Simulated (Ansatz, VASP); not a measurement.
MoH3: VASP beside Ansatz

```
H Mo
1.0
     2.94097    0.00000    0.00000
    -1.47049    2.54696    0.00000
     0.00000    0.00000    3.77225
H Mo
3 1
Direct
  0.33333 0.66667 0.77917
  0.66667 0.33333 0.22083
  0.00000 0.00000 0.50000
  0.00000 0.00000 0.00000
```

Alike in both runs: functional PBE; k mesh 6 × 6 × 4; occupations gaussian, width 0.1 eV; no spin polarisation.

Ansatz relaxed the structure, and its values are those at the end. VASP's run is a single point on that final structure, the one shown.

|  | VASP | Ansatz |
| --- | --- | --- |
| version | VASP 6.6.1 | Ansatz 0.2.0 |
| potentials or method | VASP PAW PBE potentials, release 64 (H, Mo_sv), cutoff 520 eV | scalar-relativistic, plane waves, PAW |
| valence electrons in the cell | 17 | 17 |

```csv
,VASP,Ansatz,Ansatz less VASP
gap on the k mesh at the Fermi level (eV),none,none,-
pressure (GPa),0.0,0.0,-0.03
```

A gap of «none» marks a metal or a gap that the smearing closes.

The k mesh is coarse, so the values compare programs but aren't converged.
